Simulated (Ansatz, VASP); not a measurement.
One calculation of Mg2Si, two programs

POSCAR

```
Mg2Si
1.0
    0.0000000000      3.2311230064      3.2311230064
    3.2311230064      0.0000000000      3.2311230064
    3.2311230064      3.2311230064      0.0000000000
Mg Si
2 1
Direct
    0.2500000000      0.2500000000      0.2500000000
    0.7500000000      0.7500000000      0.7500000000
    0.0000000000      0.0000000000      0.0000000000
```

Contents of INCAR.step1:

```
SYSTEM = Mg2Si
ALGO = Normal
EDIFF = 1E-5
ENCUT = 920
GGA = PE
GGA_COMPAT = .False.
ISMEAR = 0
LASPH = .True.
LCHARG = .False.
LREAL = .False.
LWAVE = .True.
NBANDS = 19
NELM = 120
PREC = Accurate
SIGMA = 0.01
```

File INCAR.step2:

```
SYSTEM = Mg2Si
ALGO = Normal
EDIFF = 1E-6
ENCUT = 920
GGA_COMPAT = .False.
ISIF = 2
ISMEAR = 0
ISTART = 1
LASPH = .True.
LCHARG = .False.
LMIXTAU = .True.
LREAL = .False.
LWAVE = .False.
METAGGA = R2SCAN
NBANDS = 19
NELM = 120
PREC = Accurate
SIGMA = 0.01
```

KPOINTS

```
k-points
0
Gamma
  6 6 6
  0 0 0
```

Input for Ansatz:

```yaml
crystal:
  lattice:
    - [0.0, 3.2311230064, 3.2311230064]
    - [3.2311230064, 0.0, 3.2311230064]
    - [3.2311230064, 3.2311230064, 0.0]
  atoms:
    - { symbol: Mg, position: [0.25, 0.25, 0.25] }
    - { symbol: Mg, position: [0.75, 0.75, 0.75] }
    - { symbol: Si, position: [0.0, 0.0, 0.0] }
kpoints:
  mp_grid: { grid: [6, 6, 6] }
hamiltonian:
  xc: r2scan
scf:
  occupations: { method: fixed }
  n_extra_bands: 4
output:
  forces: true
  stress: true
  eigenvalues: true
```

Alike in both runs: task single point; functional r2SCAN; k mesh 6 × 6 × 6; no spin polarisation.

|  | VASP | Ansatz |
| --- | --- | --- |
| version | VASP 6.6.1 | Ansatz 0.2.0 |
| potentials or method | VASP PAW PBE potentials, release 64 (Mg_sv, Si) | plane waves, PAW |
| plane-wave cutoff (eV) | 920 | 500 |
| occupations | gaussian, width 0.01 eV | fixed |
| valence electrons in the cell | 24 | 24 |

|  | VASP | Ansatz | Ansatz less VASP |
| --- | --- | --- | --- |
| gap on the k mesh at the Fermi level (eV) | 0.50 | 0.50 | -0.002 |
| pressure (GPa) | -3.0 | -3.0 | -0.05 |

VASP's potentials were made for PBE, not for r2SCAN.
